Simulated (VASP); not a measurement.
Write the native input for VASP 6.6.1 that does the following.

```
Task                    : density of states
Functional              : LDA
Potentials or basis     : VASP PAW LDA potentials, release 64 (Mg, Zn, O)
Cutoff                  : 520 eV
k mesh                  : 12 × 12 × 12
Occupations             : gaussian, width 0.02 eV
Spin                    : no spin polarisation
Dipole correction       : no
k mesh for the DOS      : 18 × 18 × 18
Occupations for the DOS : tetrahedron
Further INCAR settings  : ALGO = Normal; EDIFF = 1e-07
```

MgZn2O3:

```xyz
6
Lattice="-1.5242 1.5242 6.4498 1.5242 -1.5242 6.4498 1.5242 1.5242 -6.4498" Properties=species:S:1:pos:R:3 pbc="T T T"
Mg    0.0000    0.0000    0.0000
Zn    0.0000    0.0000    8.6086
Zn    0.0000    0.0000    4.2910
O     0.0000    0.0000   10.7661
O     0.0000    0.0000    6.4498
O     0.0000    0.0000    2.1335
```

One way to write it, as run:

POSCAR

```
MgZn2O3
1.0
   -1.5241747655      1.5241747655      6.4497941634
    1.5241747655     -1.5241747655      6.4497941634
    1.5241747655      1.5241747655     -6.4497941634
Mg Zn O
1 2 3
Direct
    0.0000000000      0.0000000000      0.0000000000
    0.6673523390      0.6673523390      0.0000000000
    0.3326476610      0.3326476610      0.0000000000
    0.8346058004      0.8346058004      0.0000000000
    0.5000000000      0.5000000000      0.0000000000
    0.1653941996      0.1653941996      0.0000000000
```

INCAR.step1

```
PREC = Accurate
ENCUT = 520
EDIFF = 1E-7
ISMEAR = 0
SIGMA = 0.02
LREAL = False
LASPH = True
NELM = 80
ALGO = Normal
ISIF = 2
LWAVE = False
LCHARG = True
GGA = CA
NBANDS = 31
```

KPOINTS.step1

```
Automatic mesh
0
Gamma
  12 12 12
```

INCAR.step2

```
PREC = Accurate
ENCUT = 520
EDIFF = 1E-7
ISMEAR = -5
SIGMA = 0.02
LREAL = False
LASPH = True
NELM = 80
ALGO = Normal
ISIF = 2
LWAVE = False
LCHARG = False
GGA = CA
LORBIT = 11
NEDOS = 1001
ICHARG = 11
```

KPOINTS.step2

```
Automatic mesh
0
Gamma
  18 18 18
```

Potentials or basis: VASP PAW LDA potentials, release 64 (Mg, Zn, O).

The run is started by

```sh
$ cat potpaw_LDA.64/Mg/POTCAR potpaw_LDA.64/Zn/POTCAR potpaw_LDA.64/O/POTCAR > POTCAR
$ cp INCAR.step1 INCAR
$ cp KPOINTS.step1 KPOINTS
$ mpirun -np 1 vasp_std > vasp.out
$ cp INCAR.step2 INCAR
$ cp KPOINTS.step2 KPOINTS
$ mpirun -np 1 vasp_std > vasp.out
```

Results of the run:

The valence electrons inside the program's atomic spheres are Mg 0.37; Zn 10.72; O 4.96, 5.00.

It took 25 min on 1 thread of Intel(R) Xeon(R) 6975P-C (Granite Rapids) (shared host), peak memory 0.85 GiB.
